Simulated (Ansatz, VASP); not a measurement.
ZrO2 in VASP and in Ansatz

```
Zr O
1.0
     3.62099    0.00000    0.00000
     0.00000    3.62099    0.00000
     0.00000    0.00000    5.28244
Zr O
2 4
Direct
  0.00000 0.00000 0.00000
  0.50000 0.50000 0.50000
  0.00000 0.50000 0.30719
  0.00000 0.50000 0.80719
  0.50000 0.00000 0.69281
  0.50000 0.00000 0.19281
```

Alike in both runs: task single point; functional PBE; k mesh 8 × 8 × 5; occupations fermi-dirac, width 0.01 eV; no spin polarisation.

|  | VASP | Ansatz |
| --- | --- | --- |
| version | VASP 6.6.1 | Ansatz 0.2.0 |
| potentials or method | VASP PAW PBE potentials, release 64 (Zr_sv, O), cutoff 600 eV | plane-wave PAW DFT |
| valence electrons in the cell | 48 | 48 |

VASP gave:

* gap on the k mesh at the Fermi level (eV): 4.03

Task: Estimate Ansatz's values.

Result: gap on the k mesh at the Fermi level (eV): 4.04.
